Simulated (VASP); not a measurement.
# Pb (P6_3/mmc) in VASP: notebook

Pb is run at these levels: r2SCAN; tasks: single point, relaxation of cell and atoms.

Program: VASP 6.6.1. These are calculated values, not measurements. Logs are shortened: lines on timing, memory, paths and dates and some standing lists are left out, and cuts for length are marked.

**1. The cell of the first run**

Symmetry: P6_3/mmc, No. 194, hexagonal system. Conventional cell: a = 3.504 Å, b = 3.504 Å, c = 5.796 Å, α = 90.00°, β = 90.00°, γ = 120.00°. Pb (site symmetry -6m2) has 12 Pb at 3.50 to 3.53 Å within 4.6 Å.

This isn't the form of Pb at room conditions, which is fcc.

**2. Single point, r2SCAN**

POSCAR reads:

```
Pb
1.0
    3.5039691843      0.0000000000      0.0000000000
   -1.7519845922      3.0345263276      0.0000000000
    0.0000000000      0.0000000000      5.7957487589
Pb
2
Direct
    0.3333333333      0.6666666667      0.2500000000
    0.6666666667      0.3333333333      0.7500000000
```

INCAR.step1 reads:

```
SYSTEM = Pb
ALGO = Normal
EDIFF = 1E-4
ENCUT = 520
GGA = PE
ISMEAR = -1
LASPH = .TRUE.
LCHARG = .FALSE.
LREAL = .FALSE.
LWAVE = .TRUE.
NBANDS = 21
NELM = 60
PREC = Accurate
SIGMA = 0.05
```

INCAR.step2 reads:

```
SYSTEM = Pb
ALGO = Normal
EDIFF = 1E-6
ENCUT = 520
ISIF = 2
ISMEAR = -1
ISTART = 1
LASPH = .TRUE.
LCHARG = .TRUE.
LELF = .TRUE.
LMIXTAU = .TRUE.
LREAL = .FALSE.
LVHAR = .TRUE.
LWAVE = .FALSE.
METAGGA = R2SCAN
NBANDS = 21
NELM = 60
PREC = Accurate
SIGMA = 0.05
```

KPOINTS reads:

```
k-points
0
G
  11 11 6
  0 0 0
```

Potentials or basis: VASP PAW PBE potentials, release 64 (Pb_d).

The run is started by

```console
cat potpaw_PBE.64/Pb_d/POTCAR > POTCAR
cp INCAR.step1 INCAR
mpirun -np 1 vasp_std > vasp.out
cp INCAR.step2 INCAR
mpirun -np 1 vasp_std > vasp.out
```

OUTCAR:

```text
SYSTEM = Pb
   EDIFF = 1E-6
   ENCUT = 520
   ISIF = 2
   ISMEAR = -1
   ISTART = 1
   LASPH = .TRUE.
   LREAL = .FALSE.
   METAGGA = R2SCAN
   NELM = 60
   PREC = Accurate

 ion  position               nearest neighbor table
   1  0.333  0.667  0.250-   2 3.53   2 3.53   2 3.53   2 3.53   2 3.53   2 3.53
   2  0.667  0.333  0.750-   1 3.53   1 3.53   1 3.53   1 3.53   1 3.53   1 3.53

  LATTYP: Found a hexagonal cell.
 ALAT       =     3.5039691843
 C/A-ratio  =     1.6540524343

  Lattice vectors:

 A1 = (   3.5039691843,   0.0000000000,   0.0000000000)
 A2 = (  -1.7519845922,   3.0345263276,   0.0000000000)
 A3 = (   0.0000000000,   0.0000000000,   5.7957487589)

Analysis of symmetry for initial positions (statically):
=====================================================================
 Subroutine PRICEL returns:
 Original cell was already a primitive cell.

 Routine SETGRP: Setting up the symmetry group for a
 hexagonal supercell.

 Subroutine GETGRP returns: Found 24 space group operations
 (whereof 12 operations were pure point group operations)
 out of a pool of 24 trial point group operations.

The static configuration has the point symmetry D_3d.
 The point group associated with its full space group is D_6h.

Analysis of symmetry for dynamics (positions and initial velocities):
=====================================================================
 Subroutine PRICEL returns:
 Original cell was already a primitive cell.

 Routine SETGRP: Setting up the symmetry group for a
 hexagonal supercell.

 Subroutine GETGRP returns: Found 24 space group operations
 (whereof 12 operations were pure point group operations)
 out of a pool of 24 trial point group operations.

The dynamic configuration has the point symmetry D_3d.
 The point group associated with its full space group is D_6h.

 Subroutine INISYM returns: Found 24 space group operations
 (whereof 12 operations are pure point group operations),
 and found     1 'primitive' translations

----------------------------------------------------------------------------------------

                                     Primitive cell

  volume of cell :      61.6255

  direct lattice vectors                    reciprocal lattice vectors
     3.503969184  0.000000000  0.000000000     0.285390638  0.164770362  0.000000000
    -1.751984592  3.034526328  0.000000000     0.000000000  0.329540723  0.000000000
     0.000000000  0.000000000  5.795748759     0.000000000  0.000000000  0.172540260

  length of vectors
     3.503969184  3.503969184  5.795748759     0.329540723  0.329540723  0.172540260

  position of ions in fractional coordinates (direct lattice)
     0.333333333  0.666666667  0.250000000
     0.666666667  0.333333333  0.750000000

  ion indices of the primitive-cell ions
   primitive index   ion index
                 1           1
                 2           2

----------------------------------------------------------------------------------------

 KPOINTS: k-points

Automatic generation of k-mesh.
 Grid dimensions read from file:
 generate k-points for:   11   11    6

 Generating k-lattice:

  Cartesian coordinates                     Fractional coordinates (reciprocal lattice)
     0.025944603  0.014979124  0.000000000     0.090909091  0.000000000  0.000000000
     0.000000000  0.029958248  0.000000000     0.000000000  0.090909091  0.000000000
     0.000000000  0.000000000  0.028756710     0.000000000  0.000000000  0.166666667

  Length of vectors
     0.029958248  0.029958248  0.028756710

  Shift w.r.t. Gamma in fractional coordinates (k-lattice)
     0.000000000  0.000000000  0.000000000

 Subroutine IBZKPT returns following result:
 ===========================================

 Found     64 irreducible k-points:

 Following reciprocal coordinates:
            Coordinates               Weight
  0.000000  0.000000  0.000000      1.000000
  0.090909 -0.000000  0.000000      6.000000
  0.181818  0.000000  0.000000      6.000000
  0.272727 -0.000000  0.000000      6.000000
  0.363636 -0.000000  0.000000      6.000000
  0.454545 -0.000000  0.000000      6.000000
[... 16 lines left out ...]
  0.090909  0.090909  0.166667     12.000000
  0.181818  0.090909  0.166667     24.000000
 [... further k-points ...]
   k-points           NKPTS =     64   k-points in BZ     NKDIM =     64   number of bands    NBANDS=     21
   number of dos      NEDOS =    301   number of ions     NIONS =      2
   total plane-waves  NPLWV =  37632
   dimension x,y,z NGX =    28 NGY =   28 NGZ =   48
   dimension x,y,z NGXF=    56 NGYF=   56 NGZF=   96
   ions per type =               2
   NGX,Y,Z   is equivalent  to a cutoff of  13.28, 13.28, 13.77 a.u.
   NGXF,Y,Z  is equivalent  to a cutoff of  26.57, 26.57, 27.54 a.u.
 SYSTEM =  Pb
   PREC   = accura    normal or accurate (medium, high low for compatibility)
   ISTART =      1    job   : 0-new  1-cont  2-samecut
   ICHARG =      0    charge: 1-file 2-atom 10-const
   ISPIN  =      1    spin polarized calculation?
   LNONCOLLINEAR =      F non collinear calculations
   LSORBIT =      F    spin-orbit coupling
   LASPH  =      T    aspherical Exc in radial PAW
   ENCUT  =  520.0 eV  38.22 Ry    6.18 a.u.   6.52  6.52 10.78*2*pi/ulx,y,z
   NELM   =     60;   NELMIN=  2; NELMDL=  0     # of ELM steps
   EDIFF  = 0.1E-05   stopping-criterion for ELM
   LREAL  =      F    real-space projection
   EDIFFG = 0.1E-04   stopping-criterion for IOM
   NSW    =      0    number of steps for IOM
   IBRION =     -1    ionic relax: 0-MD 1-quasi-New 2-CG
   NFREE  =      0    steps in history (QN), initial steepest desc. (CG)
   ISIF   =      2    stress and relaxation
   ISYM   =      2    0-nonsym 1-usesym 2-fastsym
   POTIM  = 0.5000    time-step for ionic-motion
   TEBEG  =    0.0;   TEEND  =   0.0 temperature during run
   PSTRESS=    0.0 pullay stress
   NELECT =      28.0000    total number of electrons
   NUPDOWN=      -1.0000    fix difference up-down
   EMIN   =  10.00;   EMAX   =-10.00  energy-range for DOS
   EFERMI =   0.00;   METHOD = LEGACY
   ISMEAR =    -1;   SIGMA  =   0.05  broadening in eV -4-tet -1-fermi 0-gaus
   EFERMI_NEDOS =   21; number of points for ismear=-14 and -15
   IALGO  =     38    algorithm
   IMIX   =      4    mixing-type and parameters
     AMIX     =   0.40;   BMIX     =  1.00
     AMIX_MAG =   1.60;   BMIX_MAG =  1.00
  volume/ion in A,a.u.               =      30.81       207.93
  Fermi-wavevector in a.u.,A,eV,Ry     =   1.258560  2.378334 21.551265  1.583973
  Thomas-Fermi vector in A             =   2.392163
   LORBIT       =      0    0 simple, 1 ext, 2 COOP (PROOUT), +10 PAW based schemes
   METAGGA = R2SCAN    functional components
   LHFCALC =     F    Hartree Fock is set to
   AEXX    =    0.0000 exact exchange contribution
   IVDW    =     0    specifies the selected vdW correction
   LEPSILON=     F    determine dielectric tensor
   LRPA    =     F    only Hartree local field effects (RPA)
 non-spin polarized calculation
  energy-cutoff  :      520.00
  volume of cell :       61.63
 maximum number of plane-waves:      1702
 NGX is ok and might be reduce to    28
   NGX = 13   NGY = 13   NGZ = 21

 number of electron      28.0000001 magnetization

 Free energy of the ion-electron system (eV)
  ---------------------------------------------------
  ext. energy  EPLUGINS =         0.00000000
  ---------------------------------------------------
  free energy    TOTEN  =      -112.54663892 eV

  energy without entropy =     -112.54028831  energy(sigma->0) =     -112.54346362

 E-fermi :   6.9483     XC(G=0): -10.8435

 val. band max:        6.8717466582   @ k =   0.3636   0.1818   0.3333
 cond. band min:       7.0701333921   @ k =   0.1818   0.1818   0.3333
 fundamental gap:      0.1983867339
 Fermi energy:         6.9482754796

 k-point     1 :       0.0000    0.0000    0.0000
  band No.  band energies     occupation
      1     -10.7086      2.00000
      2     -10.6863      2.00000
      3     -10.6630      2.00000
      4     -10.6630      2.00000
      5     -10.6432      2.00000
      6     -10.6432      2.00000
[... 13 lines left out ...]
     20      16.8942      0.00000
     21      19.2630      0.00000

 k-point     2 :       0.0909   -0.0000    0.0000
  band No.  band energies     occupation
      1     -10.7070      2.00000
      2     -10.6863      2.00000
      3     -10.6512      2.00000
      4     -10.6426      2.00000
      5     -10.6373      2.00000
      6     -10.6234      2.00000
[... 13 lines left out ...]
     20      17.4742      0.00000
     21      18.4263      0.00000

 k-point     3 :       0.1818    0.0000    0.0000
  band No.  band energies     occupation
      1     -10.7358      2.00000
      2     -10.6632      2.00000
      3     -10.6445      2.00000
      4     -10.6151      2.00000
      5     -10.6029      2.00000
      6     -10.5877      2.00000
[... 13 lines left out ...]
     20      17.3075      0.00000
     21      18.3044      0.00000

 k-point     4 :       0.2727   -0.0000    0.0000
  band No.  band energies     occupation
      1     -10.7745      2.00000
      2     -10.6740      2.00000
      3     -10.6557      2.00000
      4     -10.6252      2.00000
      5     -10.6026      2.00000
      6     -10.5177      2.00000
[... 13 lines left out ...]
     20      16.7010      0.00000
     21      18.0306      0.00000

 k-point     5 :       0.3636   -0.0000    0.0000
  band No.  band energies     occupation
      1     -10.8085      2.00000
      2     -10.6962      2.00000
      3     -10.6909      2.00000
      4     -10.6444      2.00000
      5     -10.5613      2.00000
      6     -10.5375      2.00000
[... 13 lines left out ...]
     20      16.2272      0.00000
     21      17.7439      0.00000

 k-point     6 :       0.4545   -0.0000    0.0000
  band No.  band energies     occupation
      1     -10.8282      2.00000
      2     -10.7214      2.00000
      3     -10.7020      2.00000
      4     -10.6553      2.00000
      5     -10.5548      2.00000
      6     -10.5371      2.00000
[... 13 lines left out ...]
     20      15.9603      0.00000
     21      17.5960      0.00000

 k-point     7 :       0.0909    0.0909    0.0000
  band No.  band energies     occupation
      1     -10.7005      2.00000
      2     -10.6998      2.00000
      3     -10.6312      2.00000
      4     -10.6303      2.00000
      5     -10.6019      2.00000
      6     -10.6017      2.00000
[... 13 lines left out ...]
     20      17.3161      0.00000
     21      17.8849      0.00000
[... 291 lines left out ...]
      1     -10.7690      2.00000
      2     -10.6818      2.00000
      3     -10.6755      2.00000
      4     -10.6154      2.00000
      5     -10.5854      2.00000
      6     -10.5414      2.00000
[... 13 lines left out ...]
     20      15.9656      0.00000
     21      16.9829      0.00000

 k-point    21 :       0.3636   -0.0000    0.1667
  band No.  band energies     occupation
      1     -10.8011      2.00000
      2     -10.7103      2.00000
      3     -10.6972      2.00000
      4     -10.6301      2.00000
      5     -10.5778      2.00000
      6     -10.5292      2.00000
[... 13 lines left out ...]
     20      15.4393      0.00000
     21      17.3583      0.00000

 k-point    22 :       0.4545   -0.0000    0.1667
  band No.  band energies     occupation
      1     -10.8196      2.00000
      2     -10.7339      2.00000
      3     -10.7071      2.00000
      4     -10.6394      2.00000
      5     -10.5917      2.00000
      6     -10.5085      2.00000
[... 13 lines left out ...]
     20      15.2251      0.00000
     21      18.2419      0.00000

 k-point    23 :       0.0909    0.0909    0.1667
  band No.  band energies     occupation
      1     -10.7019      2.00000
      2     -10.6945      2.00000
      3     -10.6566      2.00000
      4     -10.6361      2.00000
      5     -10.6115      2.00000
      6     -10.5984      2.00000
[... 13 lines left out ...]
     20      16.9946      0.00000
     21      17.9231      0.00000

 k-point    24 :       0.1818    0.0909    0.1667
  band No.  band energies     occupation
      1     -10.7318      2.00000
      2     -10.6789      2.00000
      3     -10.6616      2.00000
      4     -10.6205      2.00000
      5     -10.6096      2.00000
      6     -10.5649      2.00000
[... 13 lines left out ...]
     20      16.7003      0.00000
     21      17.1408      0.00000

 [... further k-points ...]

------------------------ aborting loop because EDIFF is reached ----------------------------------------

  FORCE on cell =-STRESS in cart. coord.  units (eV):
  Direction    XX          YY          ZZ          XY          YZ          ZX
  --------------------------------------------------------------------------------------
  -------------------------------------------------------------------------------------
  Total       -0.0064936     -0.0064936      0.0037720      0.0000000     -0.0000000      0.0000000
  in kB       -0.1688243     -0.1688243      0.0980667      0.0000000     -0.0000000      0.0000000
  external PRESSURE =      -0.0798607 kB  Pullay stress =       0.0000000 kB

 VOLUME and BASIS-vectors are now :
 -----------------------------------------------------------------------------
  energy-cutoff  :      520.00
  volume of cell :       61.63
      direct lattice vectors                 reciprocal lattice vectors
     3.503969184  0.000000000  0.000000000     0.285390638  0.164770362  0.000000000
    -1.751984592  3.034526328  0.000000000     0.000000000  0.329540723  0.000000000
     0.000000000  0.000000000  5.795748759     0.000000000  0.000000000  0.172540260

 POSITION                                       TOTAL-FORCE (eV/Angst)
 -----------------------------------------------------------------------------------
     -0.00000      2.02302      1.44894         0.000000     -0.000000      0.000000
      1.75198      1.01151      4.34681        -0.000000      0.000000      0.000000
 -----------------------------------------------------------------------------------
    total drift:                               -0.000000      0.000000      0.000000

  FREE ENERGIE OF THE ION-ELECTRON SYSTEM (eV)
  ---------------------------------------------------
  free  energy   TOTEN  =      -112.5466389172 eV

  energy  without entropy=     -112.5402883147  energy(sigma->0) =     -112.54346362
```

It took 6.6 min on 1 thread of Intel Xeon 8259CL, shared host; peak memory 0.23 GiB.

What came out:

- Free energy: -112.5466 eV
- Pressure: 0.0 GPa
- Band gap on the k mesh: zero (bands 14 and 15 overlap by 7.49 eV)

Levels at points of the mesh, in eV from the Fermi level:
```
           k point  band 10  band 11  band 12  band 13  band 14  band 15  band 16  band 17  band 18  band 19
(0.00, 0.00, 0.00)   -17.36   -12.10    -8.49    -4.23     5.94     5.94     7.58     7.72     7.72     9.48
(0.00, 0.00, 0.50)   -17.42   -10.88   -10.88     0.74     0.74     6.78     6.78     6.78     6.78    10.06
```

Caveat: the PAW data sets were made with another functional, which shifts forces and pressure a little; spin-orbit coupling is left out, which moves the levels of the heavy elements.

**3. Single point, r2SCAN, collinear spin, zero start**

POSCAR reads:

```
Pb
1.0
    3.5039533486      0.0000000000      0.0000000000
   -1.7519766743      3.0345126135      0.0000000000
    0.0000000000      0.0000000000      5.7958152775
Pb
2
Direct
    0.3333333333      0.6666666667      0.2500000000
    0.6666666667      0.3333333333      0.7500000000
```

INCAR.step1 reads:

```
PREC = Accurate
ENCUT = 520
ISMEAR = -1
SIGMA = 0.05
LREAL = False
LASPH = True
NELM = 150
ISPIN = 2
MAGMOM = 0 0
NBANDS = 25
GGA = PE
ALGO = Normal
EDIFF = 1E-4
LWAVE = True
LCHARG = False
```

INCAR.step2 reads:

```
PREC = Accurate
ENCUT = 520
EDIFF = 1E-6
ISMEAR = -1
SIGMA = 0.05
LREAL = False
LASPH = True
NELM = 150
ALGO = Normal
ISIF = 2
LWAVE = False
LCHARG = True
ISPIN = 2
MAGMOM = 0 0
LORBIT = 11
METAGGA = R2SCAN
LMIXTAU = True
LELF = True
LVHAR = True
NBANDS = 25
ISTART = 1
```

KPOINTS reads:

```
regular mesh
0
Gamma
  11 11 6
```

Potentials or basis: VASP PAW PBE potentials, release 64 (Pb_d).

The run is started by

```console
cat potpaw_PBE.64/Pb_d/POTCAR > POTCAR
cp INCAR.step1 INCAR
mpirun -np 1 vasp_std > vasp.out
cp INCAR.step2 INCAR
mpirun -np 1 vasp_std > vasp.out
```

Run time: 18 min. Hardware: 1 thread of Intel Xeon 8259CL, shared host; peak memory 0.32 GiB.

It converged, with:

```
Free energy                                           : -112.5466 eV
Pressure                                              : 0.0 GPa
Band gap on the k mesh                                : zero (filled and empty bands overlap)
Net moment                                            : 0.00 μB per cell
Valence electrons inside the program's atomic spheres : Pb 11.94
```

Levels at points of the mesh, in eV from the Fermi level:
Spin up:
| k point | band 12 | band 13 | band 14 | band 15 | band 16 | band 17 |
| --- | --- | --- | --- | --- | --- | --- |
| (0.00, 0.00, 0.00) | -8.49 | -4.23 | 5.94 | 5.94 | 7.58 | 7.72 |
| (0.00, 0.00, 0.50) | -10.88 | 0.74 | 0.74 | 6.78 | 6.78 | 6.78 |
Spin down:
| k point | band 10 | band 11 | band 12 | band 13 | band 14 | band 15 | band 16 | band 17 | band 18 | band 19 |
| --- | --- | --- | --- | --- | --- | --- | --- | --- | --- | --- |
| (0.00, 0.00, 0.00) | -17.36 | -12.10 | -8.49 | -4.23 | 5.94 | 5.94 | 7.58 | 7.72 | 7.72 | 9.48 |
| (0.00, 0.00, 0.50) | -17.42 | -10.88 | -10.88 | 0.74 | 0.74 | 6.78 | 6.78 | 6.78 | 6.78 | 10.06 |

Caveat: the PAW data sets were made with another functional, which shifts forces and pressure a little; spin-orbit coupling is left out, which moves the levels of the heavy elements.

(Part 1 of 2 ends here.)

The gap in the log of VASP goes by the Fermi energy; the results here count the filled bands.